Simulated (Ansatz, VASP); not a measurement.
**Two plane-wave programs on AlP**

```
Al P
1.0
     0.00000    2.75350    2.75350
     2.75350    0.00000    2.75350
     2.75350    2.75350    0.00000
Al P
1 1
Direct
  0.00000 0.00000 0.00000
  0.25000 0.25000 0.25000
```

Alike in both runs: functional PBE; k mesh 8 × 8 × 8; occupations gaussian, width 0.02 eV; no spin polarisation.

Ansatz relaxed the structure, and its values are those at the end. VASP's run is a single point on that final structure, the one shown.

|  | VASP | Ansatz |
| --- | --- | --- |
| version | VASP 6.6.1 | Ansatz 0.2.0 |
| potentials or method | VASP PAW PBE potentials, release 64 (Al, P), cutoff 500 eV | scalar-relativistic, plane waves, PAW |
| valence electrons in the cell | 8 | 8 |

Ansatz gave:

* gap on the k mesh at the Fermi level (eV): 1.63
* least direct gap on the mesh (eV): 3.09
* pressure (GPa): 0.0

Q: What did VASP give for the same quantities?

A: gap on the k mesh at the Fermi level (eV): 1.63; least direct gap on the mesh (eV): 3.09; pressure (GPa): -0.1.
